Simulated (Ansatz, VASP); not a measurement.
## One calculation of AlN, two programs

```xyz
8
Lattice="-1.6567 2.8696 0.0000 0.0000 0.0000 4.1875 4.9702 2.8696 0.0000" Properties=species:S:1:pos:R:3 pbc="T T T"
Al   -0.6300    2.4170    3.1406
Al    3.3135    1.9130    3.1406
Al    1.6567    0.9565    1.0469
Al    3.3135    3.8261    1.0469
N     0.0000    1.9130    1.0469
N     3.3135    1.9130    1.0469
N     1.6567    0.9565    3.1406
N     3.3135    3.8261    3.1406
```

Alike in both runs: task single point; functional PBE; k mesh 8 × 6 × 4; occupations gaussian, width 0.05 eV; no spin polarisation.

|  | VASP | Ansatz |
| --- | --- | --- |
| version | VASP 6.6.1 | Ansatz 0.2.0 |
| potentials or method | VASP PAW PBE potentials, release 64 (Al, N), cutoff 520 eV | scalar-relativistic, plane waves, PAW |
| valence electrons in the cell | 32 | 32 |

VASP gave:

* gap on the k mesh at the Fermi level (eV): 1.77
* least direct gap on the mesh (eV): 1.77
* pressure (GPa): 12.4
* traceless stress, the component that is largest in VASP (GPa): 16.52
* rms of the force components (eV/Å): 2.850

Q: What did Ansatz give for the same quantities?

A: gap on the k mesh at the Fermi level (eV): 1.77; least direct gap on the mesh (eV): 1.77; pressure (GPa): 12.4; traceless stress, the component that is largest in VASP (GPa): 16.30; rms of the force components (eV/Å): 2.829.

Atom by atom the forces differ by 0.025 eV/Å (rms over components).
